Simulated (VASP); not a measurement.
The system is Sc2BF2.

```
CELL_PARAMETERS angstrom
3.03150 0.00000 0.00000
-1.51575 2.62536 0.00000
0.00000 0.00000 7.54846
ATOMIC_POSITIONS crystal
Sc 0.00000 0.00000 0.43267
Sc 0.33333 0.66667 0.76351
B 0.00000 0.00000 0.00000
F 0.00000 0.00000 0.17063
F 0.66667 0.33333 0.59809
```

| Property | Result |
| --- | --- |
| Program | VASP 6.6.1 |
| Task | relaxation of cell and atoms |
| Functional | PBE |
| Potentials or basis | VASP PAW PBE potentials, release 64 (Sc_sv, B, F) |
| Cutoff | 600 eV |
| k mesh | 6 × 6 × 2 |
| Occupations | gaussian, width 0.1 eV |
| Spin | no spin polarisation |

At the start: pressure 26.0 GPa; volume 12.02 Å³/atom.

Question: Where does the relaxation end?

Answer: Over 45 steps the energy falls by 339.4 meV/atom and the volume is 16.31 Å³/atom (+35.7 %); space group P3m1 (No. 156, to 0.1 Å) before and after.

Step by step:
| step | energy change (eV) | largest force (eV/Å) | pressure (GPa) | volume (Å³) |
| --- | --- | --- | --- | --- |
| 1 | 0.0000 | 5.1055 | 25.97 | 60.08 |
| 3 | -1.0261 | 1.8575 | 2.65 | 69.06 |
| 5 | -1.4808 | 0.5949 | -3.52 | 76.55 |
| 7 | -1.5652 | 0.8887 | 0.67 | 73.11 |
| 9 | -1.6201 | 0.4315 | 1.45 | 71.42 |
| 11 | -1.6457 | 0.2984 | -0.36 | 72.66 |
| 13 | -1.6514 | 0.2454 | 0.19 | 72.62 |
| 15 | -1.6573 | 0.1152 | 0.24 | 72.87 |
| 17 | -1.6588 | 0.1318 | -0.27 | 73.32 |
| 19 | -1.6609 | 0.1084 | -0.12 | 73.52 |
| 21 | -1.6621 | 0.1263 | 0.05 | 73.59 |
| 23 | -1.6642 | 0.0537 | 0.99 | 73.77 |
| 25 | -1.6657 | 0.0481 | 0.58 | 74.02 |
| 27 | -1.6682 | 0.4342 | -0.40 | 76.72 |
| 29 | -1.6697 | 0.2965 | -0.15 | 76.08 |
| 31 | -1.6747 | 0.1680 | -0.32 | 77.96 |
| 33 | -1.6761 | 0.0939 | -0.26 | 78.57 |
| 35 | -1.6776 | 0.3461 | 0.56 | 78.97 |
| 37 | -1.6799 | 0.1578 | 0.22 | 78.90 |
| 39 | -1.6850 | 0.2240 | 0.16 | 79.65 |
| 41 | -1.6912 | 0.1896 | -0.03 | 80.46 |
| 43 | -1.6957 | 0.1885 | 0.36 | 81.43 |
| 45 | -1.6969 | 0.0211 | 0.05 | 81.55 |

Final structure:
```xyz
5
Lattice="3.2099 0.0000 0.0000 -1.6050 2.7799 0.0000 0.0000 0.0000 9.1394" Properties=species:S:1:pos:R:3 pbc="T T T"
Sc    0.0000    0.0000    3.3252
Sc    0.0000    1.8532    7.3809
B     0.0000    0.0000    8.9471
F     0.0000    0.0000    1.2451
F     1.6050    0.9266    6.1992
```

Caveat: the k points lie up to 0.38 Å⁻¹ apart in the final cell, too coarse for converged energies and pressures of a metal; the volume moved by over 15 % at a fixed basis, so the end points are rough; an odd number of electrons without spin polarisation forces a metal; a magnetic or distorted state may lie lower.
